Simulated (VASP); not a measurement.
Runs of VASP 6.6.1 on Be. The structure is that of space group I4_1/amd (No. 141), or close to it. The cells are those of the table. 

```tsv
task	cell	cutoff (eV)	gap on the mesh (eV)	pressure (GPa)
single point	a = 2.348 Å, angles 97.5, 97.5, 137.6°, 2 atoms	520	none	(a)
single point	a = 2.347 Å, angles 97.5, 97.5, 137.6°, 2 atoms	520	none	272.4
relaxation of cell and atoms	relaxed to 270 GPa from a = 2.348 Å, angles 97.5, 97.5, 137.6°, 2 atoms	600	none	270.0
relaxation of cell and atoms	relaxed to 270 GPa from a = 2.324 Å, angles 97.5, 97.5, 137.5°, 2 atoms	600	none	270.1
```

Alike in all rows: level PBE; potentials or basis VASP PAW PBE potentials, release 64 (Be); no spin polarisation; k mesh 25 × 25 × 25; smearing fermi-dirac 0.1 eV.

Task: Estimate the missing entries.

Result: (a) 271.9.

Caveats: the cell stands under pressure (at least some runs); the cell is relaxed towards a set pressure, so the run minimises the enthalpy, not the energy (at least some runs).

A gap of «none» marks levels without a gap at the run's occupations.
